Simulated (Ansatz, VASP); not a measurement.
Two plane-wave programs on Bi

```
CELL_PARAMETERS angstrom
5.43351 0.00000 0.00000
-2.71676 4.70556 0.00000
0.00000 0.00000 7.23149
ATOMIC_POSITIONS crystal
Bi 0.33333 0.66667 0.46203
Bi 0.66667 0.33333 0.96203
Bi 0.66667 0.33333 0.53797
Bi 0.33333 0.66667 0.03797
```

Alike in both runs: functional PBE; k mesh 9 × 9 × 6; occupations gaussian, width 0.01 eV; no spin polarisation.

Ansatz relaxed the structure, and its values are those at the end. VASP's run is a single point on that final structure, the one shown.

|  | VASP | Ansatz |
| --- | --- | --- |
| version | VASP 6.6.1 | Ansatz 0.2.0 |
| potentials or method | VASP PAW PBE potentials, release 64 (Bi_d), cutoff 520 eV | scalar-relativistic, plane waves, PAW |
| valence electrons in the cell | 60 | 60 |

Ansatz gave:

* gap on the k mesh at the Fermi level (eV): 0.21
* least direct gap on the mesh (eV): 0.49
* pressure (GPa): 0.0

Q: Estimate VASP's values.

A: gap on the k mesh at the Fermi level (eV): 0.21; least direct gap on the mesh (eV): 0.49; pressure (GPa): -0.1.

Neither program's run includes spin-orbit coupling.
